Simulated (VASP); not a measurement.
Here is a VASP 6.6.1 calculation.

File POSCAR:

```
BN
1.0
    0.0000000000      1.8048137558      1.8048137558
    1.8048137558      0.0000000000      1.8048137558
    1.8048137558      1.8048137558      0.0000000000
B N
1 1
Direct
    0.0000000000      0.0000000000      0.0000000000
    0.7500000000      0.7500000000      0.7500000000
```

The input INCAR.step1:

```
SYSTEM = BN
PREC = Accurate ; ENCUT = 1460
ISMEAR = 0 ; SIGMA = 0.05
LREAL = .False. ; LASPH = .True.
NELM = 120 ; NBANDS = 11
GGA = PE ; ALGO = Normal
EDIFF = 1E-5 ; LWAVE = .True.
LCHARG = .False. ; GGA_COMPAT = .False.
```

File INCAR.step2:

```
SYSTEM = BN
PREC = Accurate ; ENCUT = 1460
EDIFF = 1E-6 ; ISMEAR = 0
SIGMA = 0.05 ; LREAL = .False.
LASPH = .True. ; NELM = 120
ALGO = Normal ; ISIF = 2
LWAVE = .False. ; LCHARG = .False.
METAGGA = R2SCAN ; LMIXTAU = .True.
NBANDS = 11 ; ISTART = 1
GGA_COMPAT = .False.
```

Contents of KPOINTS:

```
Automatic mesh
0
Gamma
  12 12 12
  0 0 0
```

Potentials or basis: VASP PAW PBE potentials, release 64 (B_h, N_h).

Command:

```console
$ cat potpaw_PBE.64/B_h/POTCAR potpaw_PBE.64/N_h/POTCAR > POTCAR
$ cp INCAR.step1 INCAR
$ mpirun -np 1 vasp_std > vasp.out
$ cp INCAR.step2 INCAR
$ mpirun -np 1 vasp_std > vasp.out
```

Problem. Predict the pressure.

Solution. -0.4 GPa.

Problem. Estimate the band gap on the k mesh.

Solution. 5.00 eV (least direct gap 9.57 eV).

Caveat: the PAW data sets were made with another functional, which shifts forces and pressure a little. A k mesh can miss the band edges.
